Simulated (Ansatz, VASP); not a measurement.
# ZnAu in VASP and in Ansatz

```xyz
2
Lattice="3.1782 0.0000 0.0000 0.0000 3.1782 0.0000 0.0000 0.0000 3.1782" Properties=species:S:1:pos:R:3 pbc="T T T"
Zn    1.5891    1.5891    1.5891
Au    0.0000    0.0000    0.0000
```

Change from the starting cell: volume scaled by 1.03, PAW files.

Alike in both runs: task electric field gradients; functional PBE; k mesh 13 × 13 × 13; occupations fermi-dirac, width 0.05 eV; no spin polarisation.

|  | VASP | Ansatz |
| --- | --- | --- |
| version | VASP 6.6.1 | Ansatz 0.2.0 |
| potentials or method | VASP PAW PBE potentials, release 64 (Zn, Au) | PAW with Ansatz's default frozen-core files, scalar-relativistic |
| plane-wave cutoff (eV) | 520 | 420 |
| valence electrons in the cell | 23 | 31 |

```tsv
	VASP	Ansatz	Ansatz less VASP
pressure (GPa)	1.1	0.9	-0.13
```

With one functional, cell and mesh, what is left measures potentials, basis and numerics. VASP's potentials hold 23 valence electrons a cell and Ansatz's 31, so a difference there can come from the potentials and not from the codes.

Neither program's run includes spin-orbit coupling.
